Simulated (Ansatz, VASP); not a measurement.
# Two plane-wave programs on Os

```
Os
1.0
     0.00000    2.88522    2.88522
     2.88522    0.00000    2.88522
     2.88522    2.88522    0.00000
Os
2
Direct
  0.12500 0.12500 0.12500
  0.87500 0.87500 0.87500
```

Alike in both runs: task single point; functional PBE; k mesh 11 × 11 × 11; occupations fermi-dirac, width 0.1 eV; no spin polarisation.

|  | VASP | Ansatz |
| --- | --- | --- |
| version | VASP 6.6.1 | Ansatz 0.2.0 |
| potentials or method | VASP PAW PBE potentials, release 64 (Os), cutoff 520 eV | plane waves (420 eV) with PAW, scalar-relativistic |
| valence electrons in the cell | 16 | 32 |

|  | VASP | Ansatz | Ansatz less VASP |
| --- | --- | --- | --- |
| pressure (GPa) | -18.5 | -17.8 | +0.75 |

VASP's potentials hold 16 valence electrons a cell and Ansatz's 32, so a difference there can come from the potentials and not from the codes.

Spin-orbit coupling is off throughout.
